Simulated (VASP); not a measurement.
Zr, 2 atoms in the cell. Symmetry: P6_3/mmc, No. 194, hexagonal system. The conventional cell has a = 3.232 Å, b = 3.232 Å, c = 5.174 Å, α = 90.00°, β = 90.00°, γ = 120.00°. Zr (site symmetry -6m2) has 12 Zr at 3.19 to 3.23 Å within 4.2 Å. 

- Program: VASP 6.6.1
- Task: single point
- Functional: PBE
- Potentials or basis: VASP PAW PBE potentials, release 64 (Zr_sv)
- Cutoff: 520 eV
- k mesh: 11 × 11 × 6
- Occupations: methfessel-paxton, width 1 eV
- Spin: no spin polarisation
- Dipole correction: no
- Further INCAR settings: ALGO = Normal; EDIFF = 1e-07; NBANDS = 19

Potentials or basis: VASP PAW PBE potentials, release 64 (Zr_sv).

Run with:

```console
$ cat potpaw_PBE.64/Zr_sv/POTCAR > POTCAR
$ mpirun -np 1 vasp_std > vasp.out
```

Hardware: 1 thread of Intel(R) Xeon(R) Platinum 8488C (Sapphire Rapids) (shared host).

Task: How long does it take, and how much memory?

Result: Wall time 24 s on 1 thread of Intel(R) Xeon(R) Platinum 8488C (Sapphire Rapids), on a shared host, peak memory 0.18 GiB. Counts: scf iterations 12, k points 64.
